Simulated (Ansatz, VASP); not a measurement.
SnSe: VASP beside Ansatz

```xyz
2
Lattice="0.0000 3.0100 3.0100 3.0100 0.0000 3.0100 3.0100 3.0100 0.0000" Properties=species:S:1:pos:R:3 pbc="T T T"
Sn    0.0000    0.0000    0.0000
Se    3.0100    3.0100    3.0100
```

Alike in both runs: task single point; functional LDA; k mesh 8 × 8 × 8; occupations fermi-dirac, width 0.05 eV; no spin polarisation.

|  | VASP | Ansatz |
| --- | --- | --- |
| version | VASP 6.6.1 | Ansatz 0.2.0 |
| potentials or method | VASP PAW LDA potentials, release 64 (Sn_d, Se) | Ansatz PAW |
| plane-wave cutoff (eV) | 520 | 420 |
| valence electrons in the cell | 20 | 30 |

|  | VASP | Ansatz | Ansatz less VASP |
| --- | --- | --- | --- |
| gap on the k mesh at the Fermi level (eV) | 0.63 | 0.61 | -0.019 |
| least direct gap on the mesh (eV) | 0.63 | 0.61 | -0.019 |
| pressure (GPa) | -3.3 | -3.4 | -0.09 |

LDA's correlation is that of Perdew and Zunger in VASP and of Perdew and Wang (1992) in Ansatz. VASP's potentials hold 20 valence electrons a cell and Ansatz's 30, so a difference there can come from the potentials and not from the codes.
